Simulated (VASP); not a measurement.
Here is a VASP 6.6.1 calculation.

INCAR

```
SYSTEM = SiC
PREC = Accurate
ENCUT = 520
EDIFF = 1E-6
ISMEAR = 0
SIGMA = 0.05
LREAL = .FALSE.
LASPH = .TRUE.
NELM = 100
ALGO = Normal
ISIF = 2
LWAVE = .FALSE.
LCHARG = .FALSE.
GGA = PS
NBANDS = 11
```

File KPOINTS:

```
regular mesh
0
G
  10 10 10
  0 0 0
```

Contents of POSCAR:

```
SiC
1.0
    0.0000000000      2.1239298452      2.1239298452
    2.1239298452      0.0000000000      2.1239298452
    2.1239298452      2.1239298452      0.0000000000
Si C
1 1
Direct
    0.0011779326     -0.0011779326      0.0011779326
    0.7472456717      0.7527543283      0.7472456717
```

Potentials or basis: VASP PAW PBE potentials, release 64 (Si, C).

Command:

```bash
$ cat potpaw_PBE.64/Si/POTCAR potpaw_PBE.64/C/POTCAR > POTCAR
$ mpirun -np 1 vasp_std > vasp.out
```

Question: Estimate the largest force.

Answer: 0.380 eV/Å.

Question: Predict the band gap on the k mesh.

Answer: 1.08 eV, indirect (least direct gap 4.48 eV).

Question: Estimate the pressure.

Answer: 20.0 GPa.

Forces in eV/Å, atoms in the order of the input:
```
Si   0.000 -0.380  0.000
C    0.000  0.380  0.000
```

Caveat: the PAW data sets were made with another functional, which shifts forces and pressure a little. PBEsol gaps usually lie below the measured ones, often by a third to a half.
